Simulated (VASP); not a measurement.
# GaP (Fm-3m) in VASP: notebook

GaP is run at these levels: PBEsol, r2SCAN+rVV10; tasks: single point.

All numbers are computed with VASP 6.6.1; they aren't measurements. Logs are shortened: lines on timing, memory, paths and dates and some standing lists are left out, and cuts for length are marked.

## 1. The cell of the first run

It takes space group Fm-3m (No. 225, cubic). The conventional cell has a = 5.089 Å, b = 5.089 Å, c = 5.089 Å, α = 90.00°, β = 90.00°, γ = 90.00°. Within 3.4 Å of Ga (site symmetry m-3m) lie 6 P at 2.54 Å. Within 3.4 Å of P (site symmetry m-3m) lie 6 Ga at 2.54 Å.

## 2. Single point, PBEsol

Input file INCAR:

```
SYSTEM = GaP
PREC = Accurate ; ENCUT = 520
EDIFF = 1E-6 ; ISMEAR = -1
SIGMA = 0.03 ; LREAL = .FALSE.
LASPH = .TRUE. ; NELM = 80
ALGO = Normal ; ISIF = 2
LWAVE = .FALSE. ; LCHARG = .FALSE.
GGA = PS ; NBANDS = 16
```

Input file KPOINTS:

```
regular mesh
0
G
  6 6 6
  0 0 0
```

Input file POSCAR:

```
GaP
1.0
    0.0000000000      2.5442628593      2.5442628593
    2.5442628593      0.0000000000      2.5442628593
    2.5442628593      2.5442628593      0.0000000000
Ga P
1 1
Direct
    0.0000000000      0.0000000000      0.0000000000
    0.5000000000      0.5000000000      0.5000000000
```

Potentials or basis: VASP PAW PBE potentials, release 64 (Ga_d, P).

On the command line:

```
$ cat potpaw_PBE.64/Ga_d/POTCAR potpaw_PBE.64/P/POTCAR > POTCAR
$ mpirun -np 1 vasp_std > vasp.out
```

OUTCAR:

```text
SYSTEM = GaP
   PREC = Accurate
   ENCUT = 520
   EDIFF = 1E-6
   ISMEAR = -1
   LREAL = .FALSE.
   LASPH = .TRUE.
   NELM = 80
   ISIF = 2
   GGA = PS

 ion  position               nearest neighbor table
   1  0.000  0.000  0.000-   2 2.54   2 2.54   2 2.54   2 2.54   2 2.54   2 2.54
   2  0.500  0.500  0.500-   1 2.54   1 2.54   1 2.54   1 2.54   1 2.54   1 2.54

  LATTYP: Found a face centered cubic cell.
 ALAT       =     5.0885257186

  Lattice vectors:

 A1 = (   0.0000000000,   2.5442628593,   2.5442628593)
 A2 = (   2.5442628593,   0.0000000000,   2.5442628593)
 A3 = (   2.5442628593,   2.5442628593,   0.0000000000)

Analysis of symmetry for initial positions (statically):
=====================================================================
 Subroutine PRICEL returns:
 Original cell was already a primitive cell.

 Routine SETGRP: Setting up the symmetry group for a
 face centered cubic supercell.

 Subroutine GETGRP returns: Found 48 space group operations
 (whereof 48 operations were pure point group operations)
 out of a pool of 48 trial point group operations.

The static configuration has the point symmetry O_h .

Analysis of symmetry for dynamics (positions and initial velocities):
=====================================================================
 Subroutine PRICEL returns:
 Original cell was already a primitive cell.

 Routine SETGRP: Setting up the symmetry group for a
 face centered cubic supercell.

 Subroutine GETGRP returns: Found 48 space group operations
 (whereof 48 operations were pure point group operations)
 out of a pool of 48 trial point group operations.

The dynamic configuration has the point symmetry O_h .

 Subroutine INISYM returns: Found 48 space group operations
 (whereof 48 operations are pure point group operations),
 and found     1 'primitive' translations

----------------------------------------------------------------------------------------

                                     Primitive cell

  volume of cell :      32.9394

  direct lattice vectors                    reciprocal lattice vectors
     0.000000000  2.544262859  2.544262859    -0.196520575  0.196520575  0.196520575
     2.544262859  0.000000000  2.544262859     0.196520575 -0.196520575  0.196520575
     2.544262859  2.544262859  0.000000000     0.196520575  0.196520575 -0.196520575

  length of vectors
     3.598131042  3.598131042  3.598131042     0.340383621  0.340383621  0.340383621

  position of ions in fractional coordinates (direct lattice)
     0.000000000  0.000000000  0.000000000
     0.500000000  0.500000000  0.500000000

  ion indices of the primitive-cell ions
   primitive index   ion index
                 1           1
                 2           2

----------------------------------------------------------------------------------------

 KPOINTS: regular mesh

Automatic generation of k-mesh.
 Grid dimensions read from file:
 generate k-points for:    6    6    6

 Generating k-lattice:

  Cartesian coordinates                     Fractional coordinates (reciprocal lattice)
    -0.032753429  0.032753429  0.032753429     0.166666667  0.000000000  0.000000000
     0.032753429 -0.032753429  0.032753429     0.000000000  0.166666667  0.000000000
     0.032753429  0.032753429 -0.032753429     0.000000000  0.000000000  0.166666667

  Length of vectors
     0.056730603  0.056730603  0.056730603

  Shift w.r.t. Gamma in fractional coordinates (k-lattice)
     0.000000000  0.000000000  0.000000000

 Subroutine IBZKPT returns following result:
 ===========================================

 Found     16 irreducible k-points:

 Following reciprocal coordinates:
            Coordinates               Weight
  0.000000  0.000000  0.000000      1.000000
  0.166667  0.000000  0.000000      8.000000
  0.333333  0.000000  0.000000      8.000000
  0.500000  0.000000  0.000000      4.000000
  0.166667  0.166667  0.000000      6.000000
  0.333333  0.166667  0.000000     24.000000
[... 8 lines left out ...]
 -0.333333  0.333333  0.166667     24.000000
 -0.333333  0.500000  0.166667     12.000000
   k-points           NKPTS =     16   k-points in BZ     NKDIM =     16   number of bands    NBANDS=     16
   number of dos      NEDOS =    301   number of ions     NIONS =      2
   total plane-waves  NPLWV =  21952
   dimension x,y,z NGX =    28 NGY =   28 NGZ =   28
   dimension x,y,z NGXF=    56 NGYF=   56 NGZF=   56
   ions per type =               1   1
   NGX,Y,Z   is equivalent  to a cutoff of  12.94, 12.94, 12.94 a.u.
   NGXF,Y,Z  is equivalent  to a cutoff of  25.87, 25.87, 25.87 a.u.
 SYSTEM =  GaP
   PREC   = accura    normal or accurate (medium, high low for compatibility)
   ISTART =      0    job   : 0-new  1-cont  2-samecut
   ICHARG =      2    charge: 1-file 2-atom 10-const
   ISPIN  =      1    spin polarized calculation?
   LNONCOLLINEAR =      F non collinear calculations
   LSORBIT =      F    spin-orbit coupling
   LASPH  =      T    aspherical Exc in radial PAW
   ENCUT  =  520.0 eV  38.22 Ry    6.18 a.u.   6.69  6.69  6.69*2*pi/ulx,y,z
   NELM   =     80;   NELMIN=  2; NELMDL= -5     # of ELM steps
   EDIFF  = 0.1E-05   stopping-criterion for ELM
   LREAL  =      F    real-space projection
   EDIFFG = 0.1E-04   stopping-criterion for IOM
   NSW    =      0    number of steps for IOM
   IBRION =     -1    ionic relax: 0-MD 1-quasi-New 2-CG
   NFREE  =      0    steps in history (QN), initial steepest desc. (CG)
   ISIF   =      2    stress and relaxation
   ISYM   =      2    0-nonsym 1-usesym 2-fastsym
   POTIM  = 0.5000    time-step for ionic-motion
   TEBEG  =    0.0;   TEEND  =   0.0 temperature during run
   PSTRESS=    0.0 pullay stress
   NELECT =      18.0000    total number of electrons
   NUPDOWN=      -1.0000    fix difference up-down
   EMIN   =  10.00;   EMAX   =-10.00  energy-range for DOS
   EFERMI =   0.00;   METHOD = LEGACY
   ISMEAR =    -1;   SIGMA  =   0.03  broadening in eV -4-tet -1-fermi 0-gaus
   EFERMI_NEDOS =   21; number of points for ismear=-14 and -15
   IALGO  =     38    algorithm
   IMIX   =      4    mixing-type and parameters
     AMIX     =   0.40;   BMIX     =  1.00
     AMIX_MAG =   1.60;   BMIX_MAG =  1.00
  volume/ion in A,a.u.               =      16.47       111.14
  Fermi-wavevector in a.u.,A,eV,Ry     =   1.338424  2.529254 24.373185  1.791379
  Thomas-Fermi vector in A             =   2.466895
   LORBIT       =      0    0 simple, 1 ext, 2 COOP (PROOUT), +10 PAW based schemes
   GGA     = PS    functional components
   LHFCALC =     F    Hartree Fock is set to
   AEXX    =    0.0000 exact exchange contribution
   IVDW    =     0    specifies the selected vdW correction
   LEPSILON=     F    determine dielectric tensor
   LRPA    =     F    only Hartree local field effects (RPA)
 non-spin polarized calculation
  energy-cutoff  :      520.00
  volume of cell :       32.94
 maximum number of plane-waves:       911
   NGX = 13   NGY = 13   NGZ = 13

 number of electron      17.9999989 magnetization

 Free energy of the ion-electron system (eV)
  ---------------------------------------------------
  ext. energy  EPLUGINS =         0.00000000
  ---------------------------------------------------
  free energy    TOTEN  =        -9.25550626 eV

  energy without entropy =       -9.25015466  energy(sigma->0) =       -9.25283046

 E-fermi :   6.8400     XC(G=0): -11.2954

 val. band max:        6.8121805170   @ k =   0.0000   0.0000   0.0000
 cond. band min:       6.8562031985   @ k =   0.3333   0.0000   0.0000
 fundamental gap:      0.0440226815
 Fermi energy:         6.8399763091

 k-point     1 :       0.0000    0.0000    0.0000
  band No.  band energies     occupation
      1      -7.8828      2.00000
      2      -7.8828      2.00000
      3      -7.8559      2.00000
      4      -7.8559      2.00000
      5      -7.8559      2.00000
      6      -6.7558      2.00000
[... 8 lines left out ...]
     15      15.6260      0.00000
     16      15.6260      0.00000

 k-point     2 :       0.1667    0.0000    0.0000
  band No.  band energies     occupation
      1      -7.8922      2.00000
      2      -7.8922      2.00000
      3      -7.8587      2.00000
      4      -7.8437      2.00000
      5      -7.8437      2.00000
      6      -6.3223      2.00000
[... 8 lines left out ...]
     15      14.9035      0.00000
     16      15.4033      0.00000

 k-point     3 :       0.3333    0.0000    0.0000
  band No.  band energies     occupation
      1      -7.9148      2.00000
      2      -7.9148      2.00000
      3      -7.8682      2.00000
      4      -7.8154      2.00000
      5      -7.8154      2.00000
      6      -5.0768      2.00000
[... 8 lines left out ...]
     15      17.2268      0.00000
     16      17.2268      0.00000

 k-point     4 :       0.5000    0.0000    0.0000
  band No.  band energies     occupation
      1      -7.9264      2.00000
      2      -7.9264      2.00000
      3      -7.8738      2.00000
      4      -7.8008      2.00000
      5      -7.8008      2.00000
      6      -3.8075      2.00000
[... 8 lines left out ...]
     15      19.6295      0.00000
     16      19.8341      0.00000

 k-point     5 :       0.1667    0.1667    0.0000
  band No.  band energies     occupation
      1      -7.9255      2.00000
      2      -7.8748      2.00000
      3      -7.8661      2.00000
      4      -7.8382      2.00000
      5      -7.8382      2.00000
      6      -6.1621      2.00000
[... 8 lines left out ...]
     15      17.3438      0.00000
     16      17.3906      0.00000

 k-point     6 :       0.3333    0.1667    0.0000
  band No.  band energies     occupation
      1      -7.9662      2.00000
      2      -7.8844      2.00000
      3      -7.8688      2.00000
      4      -7.8250      2.00000
      5      -7.8121      2.00000
      6      -5.1582      2.00000
[... 8 lines left out ...]
     15      18.4375      0.00000
     16      18.7794      0.00000

 k-point     7 :       0.5000    0.1667    0.0000
  band No.  band energies     occupation
      1      -7.9748      2.00000
      2      -7.9062      2.00000
      3      -7.8630      2.00000
      4      -7.8179      2.00000
      5      -7.7972      2.00000
      6      -3.6567      2.00000
[... 8 lines left out ...]
     15      19.9126      0.00000
     16      20.9462      0.00000

 k-point     8 :      -0.3333    0.1667    0.0000
  band No.  band energies     occupation
      1      -7.9492      2.00000
      2      -7.9161      2.00000
      3      -7.8576      2.00000
      4      -7.8194      2.00000
      5      -7.8106      2.00000
      6      -4.1556      2.00000
[... 8 lines left out ...]
     15      17.3211      0.00000
     16      20.2574      0.00000

 k-point     9 :      -0.1667    0.1667    0.0000
  band No.  band energies     occupation
      1      -7.9095      2.00000
      2      -7.9085      2.00000
      3      -7.8580      2.00000
      4      -7.8344      2.00000
      5      -7.8295      2.00000
      6      -5.5989      2.00000
[... 8 lines left out ...]
     15      17.1954      0.00000
     16      18.4876      0.00000

 k-point    10 :       0.3333    0.3333    0.0000
  band No.  band energies     occupation
      1      -8.0535      2.00000
      2      -7.8866      2.00000
      3      -7.8587      2.00000
      4      -7.7998      2.00000
      5      -7.7998      2.00000
      6      -4.4094      2.00000
[... 8 lines left out ...]
     15      18.6527      0.00000
     16      21.3476      0.00000

 k-point    11 :       0.5000    0.3333    0.0000
  band No.  band energies     occupation
      1      -8.0770      2.00000
      2      -7.8819      2.00000
      3      -7.8677      2.00000
      4      -7.7971      2.00000
      5      -7.7870      2.00000
      6      -3.1149      2.00000
[... 8 lines left out ...]
     15      20.8009      0.00000
     16      21.9605      0.00000

 k-point    12 :      -0.3333    0.3333    0.0000
  band No.  band energies     occupation
      1      -8.0264      2.00000
      2      -7.8933      2.00000
      3      -7.8543      2.00000
      4      -7.8216      2.00000
      5      -7.7959      2.00000
      6      -2.8430      2.00000
[... 8 lines left out ...]
     15      18.2391      0.00000
     16      20.7202      0.00000

 k-point    13 :       0.5000    0.5000    0.0000
  band No.  band energies     occupation
      1      -8.1264      2.00000
      2      -7.8970      2.00000
      3      -7.8507      2.00000
      4      -7.7790      2.00000
      5      -7.7790      2.00000
      6      -2.6141      2.00000
[... 8 lines left out ...]
     15      19.6991      0.00000
     16      21.9040      0.00000

 k-point    14 :       0.5000    0.3333    0.1667
  band No.  band energies     occupation
      1      -8.0112      2.00000
      2      -7.8891      2.00000
      3      -7.8649      2.00000
      4      -7.8163      2.00000
      5      -7.8003      2.00000
      6      -3.9474      2.00000
[... 8 lines left out ...]
     15      20.0924      0.00000
     16      20.3746      0.00000

 k-point    15 :      -0.3333    0.3333    0.1667
  band No.  band energies     occupation
      1      -8.0250      2.00000
      2      -7.8970      2.00000
      3      -7.8461      2.00000
      4      -7.8346      2.00000
      5      -7.7889      2.00000
      6      -2.8259      2.00000
[... 8 lines left out ...]
     15      18.0951      0.00000
     16      21.5582      0.00000

 k-point    16 :      -0.3333    0.5000    0.1667
  band No.  band energies     occupation
      1      -8.0770      2.00000
      2      -7.8761      2.00000
      3      -7.8708      2.00000
      4      -7.8120      2.00000
      5      -7.7790      2.00000
      6      -2.4258      2.00000
[... 8 lines left out ...]
     15      20.5529      0.00000
     16      21.9657      0.00000

------------------------ aborting loop because EDIFF is reached ----------------------------------------

  FORCE on cell =-STRESS in cart. coord.  units (eV):
  Direction    XX          YY          ZZ          XY          YZ          ZX
  --------------------------------------------------------------------------------------
  -------------------------------------------------------------------------------------
  Total        0.0146561      0.0146561      0.0146561     -0.0000000     -0.0000000     -0.0000000
  in kB        0.7128731      0.7128731      0.7128731     -0.0000000     -0.0000000     -0.0000000
  external PRESSURE =       0.7128731 kB  Pullay stress =       0.0000000 kB

 VOLUME and BASIS-vectors are now :
 -----------------------------------------------------------------------------
  energy-cutoff  :      520.00
  volume of cell :       32.94
      direct lattice vectors                 reciprocal lattice vectors
     0.000000000  2.544262859  2.544262859    -0.196520575  0.196520575  0.196520575
     2.544262859  0.000000000  2.544262859     0.196520575 -0.196520575  0.196520575
     2.544262859  2.544262859  0.000000000     0.196520575  0.196520575 -0.196520575

 POSITION                                       TOTAL-FORCE (eV/Angst)
 -----------------------------------------------------------------------------------
      0.00000      0.00000      0.00000        -0.000000      0.000000     -0.000000
      2.54426      2.54426      2.54426         0.000000     -0.000000      0.000000
 -----------------------------------------------------------------------------------
    total drift:                               -0.000000      0.000000      0.000000

  FREE ENERGIE OF THE ION-ELECTRON SYSTEM (eV)
  ---------------------------------------------------
  free  energy   TOTEN  =        -9.2555062589 eV

  energy  without entropy=       -9.2501546620  energy(sigma->0) =       -9.25283046
```

Wall time 5.4 s (1 thread of AMD EPYC 9R45 (Zen 5), shared host); peak memory 0.12 GiB.

Results:

| Quantity | Value |
| --- | --- |
| Free energy | -9.2555 eV |
| Pressure | 0.1 GPa |
| Band gap on the k mesh | zero (band 9 reaches 7.40 eV, above the bottom of band 10 at 3.99 eV) |

Caveat: the PAW data sets were made with another functional, which shifts forces and pressure a little.

## 3. Single point, r2SCAN+rVV10

This run uses another cell than the first one, of 16.61 Å³/atom, 1.008 times its volume.

Input file POSCAR:

```
GaP
1.0
    0.0000000000      2.5513725536      2.5513725536
    2.5513725536      0.0000000000      2.5513725536
    2.5513725536      2.5513725536      0.0000000000
Ga P
1 1
Direct
    0.0000000000      0.0000000000      0.0000000000
    0.5000000000      0.5000000000      0.5000000000
```

Input file INCAR.step1:

```
SYSTEM = GaP
ALGO = Normal ; EDIFF = 1E-4
ENCUT = 520 ; GGA = PE
ISMEAR = -1 ; LASPH = .True.
LCHARG = .False. ; LREAL = .False.
LWAVE = .True. ; NBANDS = 16
NELM = 60 ; PREC = Accurate
SIGMA = 0.03
```

Input file INCAR.step2:

```
SYSTEM = GaP
ALGO = Normal ; BPARAM = 11.95
CPARAM = 0.0093 ; EDIFF = 1E-6
ENCUT = 520 ; ISIF = 2
ISMEAR = -1 ; ISTART = 1
IVDW_NL = 2 ; LASPH = .True.
LCHARG = .True. ; LELF = .True.
LMIXTAU = .True. ; LREAL = .False.
LUSE_VDW = .True. ; LVHAR = .True.
LWAVE = .False. ; METAGGA = R2SCAN
NBANDS = 16 ; NELM = 60
PREC = Accurate ; SIGMA = 0.03
```

Input file KPOINTS:

```
k-points
0
Gamma
  8 8 8
  0 0 0
```

Potentials or basis: VASP PAW PBE potentials, release 64 (Ga_d, P).

On the command line:

```
$ cat potpaw_PBE.64/Ga_d/POTCAR potpaw_PBE.64/P/POTCAR > POTCAR
$ cp INCAR.step1 INCAR
$ mpirun -np 1 vasp_std > vasp.out
$ cp INCAR.step2 INCAR
$ mpirun -np 1 vasp_std > vasp.out
```

Wall time 46 s (1 thread of AMD EPYC 9R45 (Zen 5), shared host); peak memory 0.24 GiB.

It converged, with:

```
Free energy            : -20.0114 eV
Pressure               : -0.2 GPa
Band gap on the k mesh : zero (band 9 reaches 7.13 eV, above the bottom of band 10 at 3.73 eV)
```

Levels at points of the mesh, in eV from the Fermi level:
| k point | band 7 | band 8 | band 9 | band 10 | band 11 | band 12 |
| --- | --- | --- | --- | --- | --- | --- |
| (0.00, 0.00, 0.00) | -0.03 | -0.03 | -0.03 | 2.30 | 7.51 | 7.51 |
| (0.50, 0.00, 0.00) | -8.28 | 0.17 | 0.17 | 3.22 | 3.22 | 3.67 |
| (0.50, 0.50, 0.00) | -6.28 | -3.04 | -2.91 | -2.91 | 3.69 | 11.98 |

Caveat: the PAW data sets were made with another functional, which shifts forces and pressure a little.
